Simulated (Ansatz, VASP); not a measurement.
**Ti3Al in VASP and in Ansatz**

```
Ti Al
1.0
     0.00000    3.21009    3.21009
     3.21009    0.00000    3.21009
     3.21009    3.21009    0.00000
Ti Al
3 1
Direct
  0.00000 0.00000 0.00000
  0.25000 0.25000 0.25000
  0.75000 0.75000 0.75000
  0.50000 0.50000 0.50000
```

Alike in both runs: task single point; functional PBE; k mesh 7 × 7 × 7; occupations fermi-dirac, width 0.05 eV; no spin polarisation.

```csv
,VASP,Ansatz
version,VASP 6.6.1,Ansatz 0.2.0
potentials or method,"VASP PAW PBE potentials, release 64 (Ti_sv, Al)",Ansatz PAW
plane-wave cutoff (eV),500,420
valence electrons in the cell,39,39
```

|  | VASP | Ansatz | Ansatz less VASP |
| --- | --- | --- | --- |
| gap on the k mesh at the Fermi level (eV) | none | none | - |
| pressure (GPa) | 1.1 | 1.3 | +0.19 |

A gap of «none» marks a metal or a gap that the smearing closes.
